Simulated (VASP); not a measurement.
Runs of VASP 6.6.1 on Pt. The structure is that of space group Fm-3m (No. 225), or close to it. The cells are those of the table. 

```csv
cell,gap on the mesh (eV),pressure (GPa)
"a = 2.755 Å, angles 60.0°, 1 atom",none,15.9
"a = 2.773 Å, angles 60.0°, 1 atom",none,(a)
"a = 2.736 Å, angles 60.0°, 1 atom",none,23.2
"a = 2.810 Å, angles 60.0°, 1 atom",none,-1.1
"a = 2.791 Å, angles 60.0°, 1 atom",none,(b)
"a = 2.717 Å, angles 60.0°, 1 atom",none,31.3
"a = 2.828 Å, angles 60.0°, 1 atom",none,-5.5
```

Alike in all rows: task single point; level PBE; potentials or basis VASP PAW PBE potentials, release 64 (Pt); no spin polarisation; k mesh 13 × 13 × 13; cutoff (eV) 500; smearing fermi-dirac 0.05 eV.

Fill in the values left out.

(a) 9.5; (b) 3.9.

Caveats: spin-orbit coupling is left out, which moves the levels of the heavy elements; the cell stands under pressure (at least some runs); the cell stands under tension (at least some runs).

A k mesh can miss the band edges, and the runs leave out spin-orbit coupling on Pt.

A gap of «none» marks levels without a gap at the run's occupations.
